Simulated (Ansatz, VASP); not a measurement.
# As in VASP and in Ansatz

INCAR

```
SYSTEM = As
ALGO = Normal ; EDIFF = 1E-6
ENCUT = 520 ; GGA = PS
ISIF = 2 ; ISMEAR = 0
LASPH = .True. ; LCHARG = .False.
LREAL = .False. ; LWAVE = .False.
NBANDS = 12 ; NELM = 100
PREC = Accurate ; SIGMA = 0.15
```

KPOINTS

```
k-points
0
Gamma
  18 18 18
  0 0 0
```

File POSCAR:

```
As
1.0
    1.9267431939      1.1124057017      3.4857700000
   -1.9267431939      1.1124057017      3.4857700000
    0.0000000000     -2.2248114034      3.4857700000
As
2
Direct
    0.2275400000      0.2275400000      0.2275400000
    0.7724600000      0.7724600000      0.7724600000
```

Input for Ansatz:

```yaml
crystal:
  lattice:
    - [1.9267431939, 1.1124057017, 3.48577]
    - [-1.9267431939, 1.1124057017, 3.48577]
    - [0.0, -2.2248114034, 3.48577]
  atoms:
    - { symbol: As, position: [0.22754, 0.22754, 0.22754] }
    - { symbol: As, position: [0.77246, 0.77246, 0.77246] }
basis:
  ecutwfc: 420
kpoints:
  mp_grid: { grid: [18, 18, 18] }
hamiltonian:
  xc: pbesol
scf:
  occupations: { method: gaussian, width: 0.15 }
output:
  forces: true
  stress: true
  eigenvalues: true
```

Change from the starting cell: strain +0.0250 x Voigt [1, 1, 0, 0, 0, 0], atoms carried along.

Alike in both runs: task single point; functional PBEsol; k mesh 18 × 18 × 18; occupations gaussian, width 0.15 eV; no spin polarisation.

```csv
,VASP,Ansatz
version,VASP 6.6.1,Ansatz 0.2.0
potentials or method,"VASP PAW PBE potentials, release 64 (As), cutoff 520 eV","scalar-relativistic, plane waves, PAW"
valence electrons in the cell,10,30
```

```csv
,VASP,Ansatz,Ansatz less VASP
gap on the k mesh at the Fermi level (eV),none,none,-
pressure (GPa),-3.4,-3.7,-0.30
"traceless stress, the component that is largest in VASP (GPa)",0.93,1.02,+0.090
rms of the force components (eV/Å),0.011,0.039,+0.0280
```

VASP's potentials were made for PBE, not for PBEsol. Atom by atom the forces differ by 0.028 eV/Å (rms over components). A gap of «none» marks a metal or a gap that the smearing closes. VASP's potentials hold 10 valence electrons a cell and Ansatz's 30, so a difference there can come from the potentials and not from the codes.
